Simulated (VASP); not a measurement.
# HfB2 (P6/mmm) in VASP: a series of runs, part 2 of 2

VASP 6.6.1. Earlier steps stand in the parts before.

## Step 3: Relaxation of cell and atoms, PBE

This run uses another cell than the first one, of 9.96 Å³/atom.

Contents of INCAR:

```
SYSTEM = HfB2
PREC = Accurate
ENCUT = 600
EDIFF = 1E-6
ISMEAR = -1
SIGMA = 0.05
LREAL = .False.
LASPH = .True.
NELM = 100
ALGO = Normal
ISIF = 3
LWAVE = .False.
LCHARG = .False.
GGA = PE
IBRION = 2
NSW = 32
EDIFFG = -0.005
```

Contents of KPOINTS:

```
regular mesh
0
Gamma
  13 13 10
  0 0 0
```

Contents of POSCAR:

```
HfB2
1.0
    3.1451078224      0.0000000000      0.0000000000
   -1.5725539112      2.7237432718      0.0000000000
    0.0000000000      0.0000000000      3.4873792405
Hf B
1 2
Direct
    0.0000000000      0.0000000000      0.0000000000
    0.3333333333      0.6666666667      0.5000000000
    0.6666666667      0.3333333333      0.5000000000
```

Potentials or basis: VASP PAW PBE potentials, release 64 (Hf_pv, B).

On the command line:

```bash
$ cat potpaw_PBE.64/Hf_pv/POTCAR potpaw_PBE.64/B/POTCAR > POTCAR
$ mpirun -np 1 vasp_std > vasp.out
```

OUTCAR:

```text
SYSTEM = HfB2
   PREC = Accurate
   ENCUT = 600
   EDIFF = 1E-6
   ISMEAR = -1
   LREAL = .False.
   LASPH = .True.
   NELM = 100
   ISIF = 3
   GGA = PE
   IBRION = 2
   NSW = 32
   EDIFFG = -0.005

 ion  position               nearest neighbor table
   1  0.000  0.000  0.000-   2 2.52   3 2.52   2 2.52   3 2.52   2 2.52   2 2.52   3 2.52   3 2.52
                             3 2.52   3 2.52   2 2.52   2 2.52
   2  0.333  0.667  0.500-   3 1.82   3 1.82   3 1.82   1 2.52   1 2.52   1 2.52   1 2.52   1 2.52
                             1 2.52
   3  0.667  0.333  0.500-   2 1.82   2 1.82   2 1.82   1 2.52   1 2.52   1 2.52   1 2.52   1 2.52
                             1 2.52

  LATTYP: Found a hexagonal cell.
 ALAT       =     3.1451078224
 C/A-ratio  =     1.1088266086

  Lattice vectors:

 A1 = (   3.1451078224,   0.0000000000,   0.0000000000)
 A2 = (  -1.5725539112,   2.7237432718,   0.0000000000)
 A3 = (   0.0000000000,   0.0000000000,   3.4873792405)

Analysis of symmetry for initial positions (statically):
=====================================================================
 Subroutine PRICEL returns:
 Original cell was already a primitive cell.

 Routine SETGRP: Setting up the symmetry group for a
 hexagonal supercell.

 Subroutine GETGRP returns: Found 24 space group operations
 (whereof 24 operations were pure point group operations)
 out of a pool of 24 trial point group operations.

The static configuration has the point symmetry D_6h.

Analysis of symmetry for dynamics (positions and initial velocities):
=====================================================================
 Subroutine PRICEL returns:
 Original cell was already a primitive cell.

 Routine SETGRP: Setting up the symmetry group for a
 hexagonal supercell.

 Subroutine GETGRP returns: Found 24 space group operations
 (whereof 24 operations were pure point group operations)
 out of a pool of 24 trial point group operations.

The dynamic configuration has the point symmetry D_6h.

 Subroutine INISYM returns: Found 24 space group operations
[... 141 lines left out ...]

 Free energy of the ion-electron system (eV)
  ---------------------------------------------------
  ext. energy  EPLUGINS =         0.00000000
  ---------------------------------------------------
  free energy    TOTEN  =       -26.40476093 eV

  energy without entropy =      -26.40236460  energy(sigma->0) =      -26.40356276

------------------------ aborting loop because EDIFF is reached ----------------------------------------

  FORCE on cell =-STRESS in cart. coord.  units (eV):
  Direction    XX          YY          ZZ          XY          YZ          ZX
  --------------------------------------------------------------------------------------
  -------------------------------------------------------------------------------------
  Total       -0.0886768     -0.0886768     -0.0386613      0.0000000      0.0000000      0.0000000
  in kB       -4.7557593     -4.7557593     -2.0734141      0.0000000      0.0000000      0.0000000
  external PRESSURE =      -3.8616442 kB  Pullay stress =       0.0000000 kB
[... 98 lines left out ...]
--------------------------------------- Ionic step        4  -------------------------------------------

 number of electron      15.9999999 magnetization

 Free energy of the ion-electron system (eV)
  ---------------------------------------------------
  ext. energy  EPLUGINS =         0.00000000
  ---------------------------------------------------
  free energy    TOTEN  =       -26.40482597 eV

  energy without entropy =      -26.40243707  energy(sigma->0) =      -26.40363152

 E-fermi :   7.7716     XC(G=0): -12.5784

 val. band max:        7.7567204027   @ k =   0.3077   0.1538   0.0000
 cond. band min:       7.8397100391   @ k =   0.0769   0.0769   0.3000
 fundamental gap:      0.0829896364
 Fermi energy:         7.7715568607

 k-point     1 :       0.0000    0.0000    0.0000
  band No.  band energies     occupation
      1     -23.0102      2.00000
      2     -22.5158      2.00000
      3     -22.5158      2.00000
      4      -6.0918      2.00000
      5       4.6415      2.00000
      6       4.7568      2.00000
      7       4.7568      2.00000
      8       4.8513      2.00000
      9      11.6461      0.00000
     10      11.6461      0.00000
     11      12.2721      0.00000
     12      12.2721      0.00000
[... 331 lines left out ...]
 k-point    24 :       0.1538    0.0000    0.1000
  band No.  band energies     occupation
      1     -23.0078      2.00000
      2     -22.6844      2.00000
      3     -22.5519      2.00000
      4      -5.4496      2.00000
      5       3.4343      2.00000
      6       3.7277      2.00000
      7       4.7298      2.00000
      8       5.8165      2.00000
      9       9.8223      0.00000
     10      10.2525      0.00000
     11      12.2740      0.00000
     12      12.4276      0.00000

 [... further k-points ...]

------------------------ aborting loop because EDIFF is reached ----------------------------------------

  FORCE on cell =-STRESS in cart. coord.  units (eV):
  Direction    XX          YY          ZZ          XY          YZ          ZX
  --------------------------------------------------------------------------------------
  -------------------------------------------------------------------------------------
  Total       -0.0042472     -0.0042472      0.0137170      0.0000000      0.0000000      0.0000000
  in kB       -0.2281265     -0.2281265      0.7367688      0.0000000      0.0000000      0.0000000
  external PRESSURE =       0.0935052 kB  Pullay stress =       0.0000000 kB
[... 18 lines left out ...]
  FREE ENERGIE OF THE ION-ELECTRON SYSTEM (eV)
  ---------------------------------------------------
  free  energy   TOTEN  =       -26.4048259675 eV

  energy  without entropy=      -26.4024370746  energy(sigma->0) =      -26.40363152

 reached required accuracy - stopping structural energy minimisation
```

CONTCAR:

```text
HfB2
   1.00000000000000
     3.1431358378998100    0.0000000000000000    0.0000000000000000
    -1.5715679189499050    2.7220354831270406    0.0000000000000000
    -0.0000000000000000    0.0000000000000000    3.4864259323349200
  Hf              B
     1     2
Direct
     0.0000000000000000    0.0000000000000000    0.0000000000000000
     0.3333333332999970    0.6666666667000030    0.5000000000000000
     0.6666666667000030    0.3333333332999970    0.5000000000000000

  0.00000000E+00  0.00000000E+00  0.00000000E+00
  0.00000000E+00  0.00000000E+00  0.00000000E+00
  0.00000000E+00  0.00000000E+00  0.00000000E+00
```

It took 76 s on 1 thread of AMD EPYC 9R14 (Zen 4), shared host; peak memory 0.18 GiB.

What came out:

```
Free energy                           : -26.4048 eV
Relaxed volume                        : 9.94 Å³/atom
Relaxed cell                          : a = 3.143 Å, b = 3.143 Å, c = 3.486 Å, α = 90.00°, β = 90.00°, γ = 120.00°
Space group after relaxing (to 0.1 Å) : P6/mmm (No. 191)
Energy gained by relaxing             : 0.0 meV/atom
Ionic steps                           : 4
Pressure after relaxing               : 0.0 GPa
Band gap on the k mesh                : zero (bands 8 and 9 overlap by 1.05 eV)
```

Stress tensor (GPa, compression positive):
```
-0.02  0.00  0.00
 0.00 -0.02  0.00
 0.00  0.00  0.07
```

Final structure:
```
Hf B
1.0
     3.14314    0.00000    0.00000
    -1.57157    2.72204    0.00000
     0.00000    0.00000    3.48643
Hf B
1 2
Direct
  0.00000 0.00000 0.00000
  0.33333 0.66667 0.50000
  0.66667 0.33333 0.50000
```

Caveat: spin-orbit coupling is left out, which moves the levels of the heavy elements.

## Step 4: Single point, PBE, non-collinear spin, zero start, spin-orbit coupling

This run uses another cell than the first one, of 9.96 Å³/atom.

Contents of INCAR:

```
ALGO = Normal
EDIFF = 1E-6
ENCUT = 520
GGA = PE
GGA_COMPAT = F
ISIF = 2
ISMEAR = -1
LASPH = T
LCHARG = T
LMAXMIX = 4
LNONCOLLINEAR = T
LORBIT = 11
LORBMOM = T
LREAL = F
LSORBIT = T
LVHAR = T
LWAVE = F
MAGMOM = 0 0 0 0 0 0 0 0 0
NBANDS = 29
NELM = 150
PREC = Accurate
SIGMA = 0.05
```

Contents of KPOINTS:

```
k-points
0
Gamma
  13 13 10
```

POSCAR is that of step 3.

On the command line:

```bash
$ cat potpaw_PBE.64/Hf_pv/POTCAR potpaw_PBE.64/B/POTCAR > POTCAR
$ mpirun -np 1 vasp_ncl > vasp.out
```

It took 2.4 min on 1 thread of AMD EPYC 9R14 (Zen 4), shared host; peak memory 0.28 GiB.

Results (log left out):

- Free energy: -27.0656 eV
- Pressure: -0.4 GPa
- Net moment: 0.00 μB per cell
- Valence electrons inside the program's atomic spheres: Hf 8.76; B 1.93

Stress tensor (GPa, compression positive):
```
-0.46  0.00  0.00
 0.00 -0.46  0.00
 0.00  0.00 -0.18
```

Moments on the atoms (μB; x, y, z):
```
Hf  0.00 0.00 0.00
B   0.00 0.00 0.00
B   0.00 0.00 0.00
```

## Step 5: Summary

```tsv
task	spin	cell	cutoff (eV)	gap on the mesh (eV)	pressure (GPa)
single point	off	a = 3.180, b = 3.180, c = 3.550 Å, angles 90.0, 90.0, 120.0°, 3 atoms	520	none	-9.6
relaxation of cell and atoms	off	relaxed from a = 3.145, b = 3.145, c = 3.487 Å, angles 90.0, 90.0, 120.0°, 3 atoms	600	none	0.0
single point	non-collinear, zero start, SOC	a = 3.145, b = 3.145, c = 3.487 Å, angles 90.0, 90.0, 120.0°, 3 atoms	520	-	-0.4
```

Alike in all rows: level PBE; potentials or basis VASP PAW PBE potentials, release 64 (Hf_pv, B); k mesh 13 × 13 × 10; smearing fermi-dirac 0.05 eV.

Caveats: spin-orbit coupling is left out, which moves the levels of the heavy elements (at least some runs); the cell stands under tension (at least some runs).

Absolute energies hang on the potentials; compare differences alone.
